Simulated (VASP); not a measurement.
# LiPb2 (Pn-3m) in VASP: single point with PBE

Aim: the single point of LiPb2 with PBE.

Program: VASP 6.6.1. These are calculated values, not measurements. Logs are shortened: lines on timing, memory, paths and dates and some standing lists are left out, and cuts for length are marked.

## 1. The cell of the first run

It takes space group Pn-3m (No. 224, cubic). The conventional cell has a = 5.504 Å, b = 5.504 Å, c = 5.504 Å, α = 90.00°, β = 90.00°, γ = 90.00°. Li (site symmetry -43m) has 4 Pb at 2.38 Å within 3.1 Å. Pb (site symmetry -3m) has 2 Li at 2.38 Å within 3.1 Å.

## 2. Single point, PBE

The input, INCAR:

```
  PREC = Accurate
  ENCUT = 520
  EDIFF = 1E-6
  ISMEAR = 0
  SIGMA = 0.1
  LREAL = F
  LASPH = T
  NELM = 80
  ALGO = Normal
  ISIF = 2
  LWAVE = F
  LCHARG = F
  GGA = PE
  NBANDS = 40
```

The input, KPOINTS:

```
regular mesh
0
Gamma
  4 4 4
```

The input, POSCAR:

```
LiPb2
1.0
    5.5043202392      0.0000000000      0.0000000000
    0.0000000000      5.5043202392      0.0000000000
    0.0000000000      0.0000000000      5.5043202392
Li Pb
2 4
Direct
    0.0000000000      0.0000000000      0.0000000000
    0.5000000000      0.5000000000      0.5000000000
    0.2500000000      0.2500000000      0.2500000000
    0.2500000000      0.7500000000      0.7500000000
    0.7500000000      0.7500000000      0.2500000000
    0.7500000000      0.2500000000      0.7500000000
```

Potentials or basis: VASP PAW PBE potentials, release 64 (Li_sv, Pb_d).

Run with:

```console
cat potpaw_PBE.64/Li_sv/POTCAR potpaw_PBE.64/Pb_d/POTCAR > POTCAR
mpirun -np 1 vasp_std > vasp.out
```

OUTCAR:

```text
PREC = Accurate
   ENCUT = 520
   EDIFF = 1E-6
   ISMEAR = 0
   LREAL = F
   LASPH = T
   NELM = 80
   ISIF = 2
   GGA = PE

 ion  position               nearest neighbor table
   1  0.000  0.000  0.000-   3 2.38   4 2.38   5 2.38   6 2.38
   2  0.500  0.500  0.500-   3 2.38   4 2.38   5 2.38   6 2.38
   3  0.250  0.250  0.250-   1 2.38   2 2.38   4 3.89   5 3.89   6 3.89   4 3.89   6 3.89   4 3.89
                             5 3.89   4 3.89   5 3.89   6 3.89   6 3.89   5 3.89
   4  0.250  0.750  0.750-   1 2.38   2 2.38   3 3.89   5 3.89   6 3.89   3 3.89   5 3.89   3 3.89
                             6 3.89   3 3.89   5 3.89   6 3.89   5 3.89   6 3.89
   5  0.750  0.750  0.250-   1 2.38   2 2.38   3 3.89   4 3.89   6 3.89   4 3.89   6 3.89   3 3.89
                             6 3.89   6 3.89   3 3.89   4 3.89   4 3.89   3 3.89
   6  0.750  0.250  0.750-   1 2.38   2 2.38   3 3.89   4 3.89   5 3.89   3 3.89   5 3.89   4 3.89
                             5 3.89   5 3.89   3 3.89   4 3.89   3 3.89   4 3.89

  LATTYP: Found a simple cubic cell.
 ALAT       =     5.5043202392

  Lattice vectors:

 A1 = (   5.5043202392,   0.0000000000,   0.0000000000)
 A2 = (   0.0000000000,   5.5043202392,   0.0000000000)
 A3 = (   0.0000000000,   0.0000000000,   5.5043202392)

Analysis of symmetry for initial positions (statically):
=====================================================================
 Subroutine PRICEL returns:
 Original cell was already a primitive cell.

 Routine SETGRP: Setting up the symmetry group for a
 simple cubic supercell.

 Subroutine GETGRP returns: Found 48 space group operations
 (whereof 24 operations were pure point group operations)
 out of a pool of 48 trial point group operations.

The static configuration has the point symmetry T_d .
 The point group associated with its full space group is O_h .

Analysis of symmetry for dynamics (positions and initial velocities):
=====================================================================
 Subroutine PRICEL returns:
 Original cell was already a primitive cell.

 Routine SETGRP: Setting up the symmetry group for a
 simple cubic supercell.

 Subroutine GETGRP returns: Found 48 space group operations
 (whereof 24 operations were pure point group operations)
 out of a pool of 48 trial point group operations.

The dynamic configuration has the point symmetry T_d .
 The point group associated with its full space group is O_h .

 Subroutine INISYM returns: Found 48 space group operations
 (whereof 24 operations are pure point group operations),
 and found     1 'primitive' translations

----------------------------------------------------------------------------------------

                                     Primitive cell

  volume of cell :     166.7674

  direct lattice vectors                    reciprocal lattice vectors
     5.504320239  0.000000000  0.000000000     0.181675476  0.000000000  0.000000000
     0.000000000  5.504320239  0.000000000     0.000000000  0.181675476  0.000000000
     0.000000000  0.000000000  5.504320239     0.000000000  0.000000000  0.181675476

  length of vectors
     5.504320239  5.504320239  5.504320239     0.181675476  0.181675476  0.181675476

  position of ions in fractional coordinates (direct lattice)
     0.000000000  0.000000000  0.000000000
     0.500000000  0.500000000  0.500000000
     0.250000000  0.250000000  0.250000000
     0.250000000  0.750000000  0.750000000
     0.750000000  0.750000000  0.250000000
     0.750000000  0.250000000  0.750000000

  ion indices of the primitive-cell ions
   primitive index   ion index
                 1           1
                 2           2
                 3           3
                 4           4
                 5           5
                 6           6

----------------------------------------------------------------------------------------

 KPOINTS: regular mesh

Automatic generation of k-mesh.
 Grid dimensions read from file:
 generate k-points for:    4    4    4

 Generating k-lattice:

  Cartesian coordinates                     Fractional coordinates (reciprocal lattice)
     0.045418869  0.000000000  0.000000000     0.250000000  0.000000000  0.000000000
     0.000000000  0.045418869  0.000000000     0.000000000  0.250000000  0.000000000
     0.000000000  0.000000000  0.045418869     0.000000000  0.000000000  0.250000000

  Length of vectors
     0.045418869  0.045418869  0.045418869

  Shift w.r.t. Gamma in fractional coordinates (k-lattice)
     0.000000000  0.000000000  0.000000000

 Subroutine IBZKPT returns following result:
 ===========================================

 Found     10 irreducible k-points:

 Following reciprocal coordinates:
            Coordinates               Weight
  0.000000  0.000000  0.000000      1.000000
  0.250000  0.000000  0.000000      6.000000
  0.500000  0.000000  0.000000      3.000000
  0.250000  0.250000  0.000000     12.000000
  0.500000  0.250000  0.000000     12.000000
  0.500000  0.500000  0.000000      3.000000
  0.250000  0.250000  0.250000      8.000000
  0.500000  0.250000  0.250000     12.000000
  0.500000  0.500000  0.250000      6.000000
  0.500000  0.500000  0.500000      1.000000
   k-points           NKPTS =     10   k-points in BZ     NKDIM =     10   number of bands    NBANDS=     40
   number of dos      NEDOS =    301   number of ions     NIONS =      6
   total plane-waves  NPLWV =  74088
   dimension x,y,z NGX =    42 NGY =   42 NGZ =   42
   dimension x,y,z NGXF=    84 NGYF=   84 NGZF=   84
   ions per type =               2   4
   NGX,Y,Z   is equivalent  to a cutoff of  12.69, 12.69, 12.69 a.u.
   NGXF,Y,Z  is equivalent  to a cutoff of  25.37, 25.37, 25.37 a.u.
 SYSTEM =  unknown system
   PREC   = accura    normal or accurate (medium, high low for compatibility)
   ISTART =      0    job   : 0-new  1-cont  2-samecut
   ICHARG =      2    charge: 1-file 2-atom 10-const
   ISPIN  =      1    spin polarized calculation?
   LNONCOLLINEAR =      F non collinear calculations
   LSORBIT =      F    spin-orbit coupling
   LASPH  =      T    aspherical Exc in radial PAW
   ENCUT  =  520.0 eV  38.22 Ry    6.18 a.u.  10.23 10.23 10.23*2*pi/ulx,y,z
   NELM   =     80;   NELMIN=  2; NELMDL= -5     # of ELM steps
   EDIFF  = 0.1E-05   stopping-criterion for ELM
   LREAL  =      F    real-space projection
   EDIFFG = 0.1E-04   stopping-criterion for IOM
   NSW    =      0    number of steps for IOM
   IBRION =     -1    ionic relax: 0-MD 1-quasi-New 2-CG
   NFREE  =      0    steps in history (QN), initial steepest desc. (CG)
   ISIF   =      2    stress and relaxation
   ISYM   =      2    0-nonsym 1-usesym 2-fastsym
   POTIM  = 0.5000    time-step for ionic-motion
   TEBEG  =    0.0;   TEEND  =   0.0 temperature during run
   PSTRESS=    0.0 pullay stress
   NELECT =      62.0000    total number of electrons
   NUPDOWN=      -1.0000    fix difference up-down
   EMIN   =  10.00;   EMAX   =-10.00  energy-range for DOS
   EFERMI =   0.00;   METHOD = LEGACY
   ISMEAR =     0;   SIGMA  =   0.10  broadening in eV -4-tet -1-fermi 0-gaus
   EFERMI_NEDOS =   21; number of points for ismear=-14 and -15
   IALGO  =     38    algorithm
   IMIX   =      4    mixing-type and parameters
     AMIX     =   0.40;   BMIX     =  1.00
     AMIX_MAG =   1.60;   BMIX_MAG =  1.00
  volume/ion in A,a.u.               =      27.79       187.57
  Fermi-wavevector in a.u.,A,eV,Ry     =   1.177159  2.224507 18.853630  1.385703
  Thomas-Fermi vector in A             =   2.313510
   LORBIT       =      0    0 simple, 1 ext, 2 COOP (PROOUT), +10 PAW based schemes
   GGA     = PE    functional components
   LHFCALC =     F    Hartree Fock is set to
   AEXX    =    0.0000 exact exchange contribution
   IVDW    =     0    specifies the selected vdW correction
   LEPSILON=     F    determine dielectric tensor
   LRPA    =     F    only Hartree local field effects (RPA)
 non-spin polarized calculation
 Gauss-broadening in eV      SIGMA  =   0.10
  energy-cutoff  :      520.00
  volume of cell :      166.77
 maximum number of plane-waves:      4524
 NGX is ok and might be reduce to    42
   NGX = 21   NGY = 21   NGZ = 21

 number of electron      61.9999959 magnetization

 Free energy of the ion-electron system (eV)
  ---------------------------------------------------
  ext. energy  EPLUGINS =         0.00000000
  ---------------------------------------------------
  free energy    TOTEN  =       -14.87701502 eV

  energy without entropy =      -14.86839944  energy(sigma->0) =      -14.87270723

 E-fermi :   5.1326     XC(G=0):  -9.1885

 val. band max:        4.8694584693   @ k =   0.0000   0.0000   0.0000
 cond. band min:       5.2199529669   @ k =   0.2500   0.2500   0.0000
 fundamental gap:      0.3504944976
 Fermi energy:         5.1325988485

 k-point     1 :       0.0000    0.0000    0.0000
  band No.  band energies     occupation
      1     -41.2016      2.00000
      2     -41.1986      2.00000
      3     -12.1962      2.00000
      4     -12.1557      2.00000
      5     -12.1557      2.00000
      6     -12.1557      2.00000
[... 32 lines left out ...]
     39       9.6354      0.00000
     40       9.6354      0.00000

 k-point     2 :       0.2500    0.0000    0.0000
  band No.  band energies     occupation
      1     -41.2011      2.00000
      2     -41.1991      2.00000
      3     -12.1862      2.00000
      4     -12.1585      2.00000
      5     -12.1425      2.00000
      6     -12.1425      2.00000
[... 32 lines left out ...]
     39       9.3409      0.00000
     40      10.4813      0.00000

 k-point     3 :       0.5000    0.0000    0.0000
  band No.  band energies     occupation
      1     -41.2001      2.00000
      2     -41.2001      2.00000
      3     -12.1692      2.00000
      4     -12.1692      2.00000
      5     -12.1263      2.00000
      6     -12.1263      2.00000
[... 32 lines left out ...]
     39      10.7959      0.00000
     40      10.7959      0.00000

 k-point     4 :       0.2500    0.2500    0.0000
  band No.  band energies     occupation
      1     -41.2009      2.00000
      2     -41.1994      2.00000
      3     -12.1777      2.00000
      4     -12.1474      2.00000
      5     -12.1465      2.00000
      6     -12.1384      2.00000
[... 32 lines left out ...]
     39      10.1763      0.00000
     40      10.6710      0.00000

 k-point     5 :       0.5000    0.2500    0.0000
  band No.  band energies     occupation
      1     -41.2001      2.00000
      2     -41.2001      2.00000
      3     -12.1604      2.00000
      4     -12.1604      2.00000
      5     -12.1333      2.00000
      6     -12.1333      2.00000
[... 32 lines left out ...]
     39      11.7691      0.00000
     40      11.7692      0.00000

 k-point     6 :       0.5000    0.5000    0.0000
  band No.  band energies     occupation
      1     -41.2001      2.00000
      2     -41.2001      2.00000
      3     -12.1478      2.00000
      4     -12.1478      2.00000
      5     -12.1451      2.00000
      6     -12.1451      2.00000
[... 32 lines left out ...]
     39      11.4883      0.00000
     40      11.4883      0.00000

 k-point     7 :       0.2500    0.2500    0.2500
  band No.  band energies     occupation
      1     -41.2008      2.00000
      2     -41.1994      2.00000
      3     -12.1731      2.00000
      4     -12.1453      2.00000
      5     -12.1453      2.00000
      6     -12.1417      2.00000
[... 32 lines left out ...]
     39      10.4409      0.00000
     40      10.4409      0.00000

 k-point     8 :       0.5000    0.2500    0.2500
  band No.  band energies     occupation
      1     -41.2008      2.00000
      2     -41.1994      2.00000
      3     -12.1602      2.00000
      4     -12.1580      2.00000
      5     -12.1426      2.00000
      6     -12.1372      2.00000
[... 32 lines left out ...]
     39      11.3020      0.00000
     40      11.7006      0.00000

 k-point     9 :       0.5000    0.5000    0.2500
  band No.  band energies     occupation
      1     -41.2012      2.00000
      2     -41.1991      2.00000
      3     -12.1568      2.00000
      4     -12.1535      2.00000
      5     -12.1535      2.00000
      6     -12.1440      2.00000
[... 32 lines left out ...]
     39      11.6709      0.00000
     40      11.7391      0.00000

 k-point    10 :       0.5000    0.5000    0.5000
  band No.  band energies     occupation
      1     -41.2015      2.00000
      2     -41.1986      2.00000
      3     -12.1614      2.00000
      4     -12.1614      2.00000
      5     -12.1614      2.00000
      6     -12.1447      2.00000
[... 32 lines left out ...]
     39      11.6493      0.00000
     40      11.6493      0.00000

------------------------ aborting loop because EDIFF is reached ----------------------------------------

  FORCE on cell =-STRESS in cart. coord.  units (eV):
  Direction    XX          YY          ZZ          XY          YZ          ZX
  --------------------------------------------------------------------------------------
  -------------------------------------------------------------------------------------
  Total        4.5719200      4.5719200      4.5719200      0.0000000      0.0000000      0.0000000
  in kB       43.9236199     43.9236199     43.9236199      0.0000000      0.0000000      0.0000000
  external PRESSURE =      43.9236199 kB  Pullay stress =       0.0000000 kB

 VOLUME and BASIS-vectors are now :
 -----------------------------------------------------------------------------
  energy-cutoff  :      520.00
  volume of cell :      166.77
      direct lattice vectors                 reciprocal lattice vectors
     5.504320239  0.000000000  0.000000000     0.181675476  0.000000000  0.000000000
     0.000000000  5.504320239  0.000000000     0.000000000  0.181675476  0.000000000
     0.000000000  0.000000000  5.504320239     0.000000000  0.000000000  0.181675476

 POSITION                                       TOTAL-FORCE (eV/Angst)
 -----------------------------------------------------------------------------------
      0.00000      0.00000      0.00000        -0.000000      0.000000     -0.000000
      2.75216      2.75216      2.75216        -0.000000      0.000000     -0.000000
      1.37608      1.37608      1.37608         0.000000     -0.000000      0.000000
      1.37608      4.12824      4.12824        -0.000000     -0.000000     -0.000000
      4.12824      4.12824      1.37608         0.000000     -0.000000     -0.000000
      4.12824      1.37608      4.12824         0.000000      0.000000     -0.000000
 -----------------------------------------------------------------------------------
    total drift:                                0.000000      0.000000     -0.000000

  FREE ENERGIE OF THE ION-ELECTRON SYSTEM (eV)
  ---------------------------------------------------
  free  energy   TOTEN  =       -14.8770150153 eV

  energy  without entropy=      -14.8683994398  energy(sigma->0) =      -14.87270723
```

It took 69 s on 1 thread of Intel Xeon Platinum 8375C at 2.90GHz (Ice Lake), shared host; peak memory 0.27 GiB.

What came out:

```yaml
Free_energy: -14.8770 eV
Band_gap_on_the_k_mesh: zero (bands 31 and 32 overlap by 2.97 eV)
```

Levels at points of the mesh, in eV from the Fermi level:
```csv
k point,band 27,band 28,band 29,band 30,band 31,band 32,band 33,band 34,band 35,band 36
"(0.00, 0.00, 0.00)",-2.51,-2.51,-2.48,-0.26,-0.26,-0.26,1.43,1.43,1.43,3.71
"(0.50, 0.00, 0.00)",-1.57,-1.57,-1.13,-1.13,-0.80,-0.80,0.52,0.52,1.96,1.96
"(0.50, 0.50, 0.00)",-2.02,-2.02,-1.41,-1.41,-0.62,-0.62,0.21,0.21,2.59,2.59
"(0.50, 0.50, 0.50)",-3.53,-3.53,-3.53,-3.22,2.17,2.17,2.17,3.40,3.40,3.74
```

Caveat: the cutoff is under 1.25 times the usual one of these potentials, so pressure, stress and relaxed cells hold a basis-set (Pulay) error; spin-orbit coupling is left out, which moves the levels of the heavy elements.
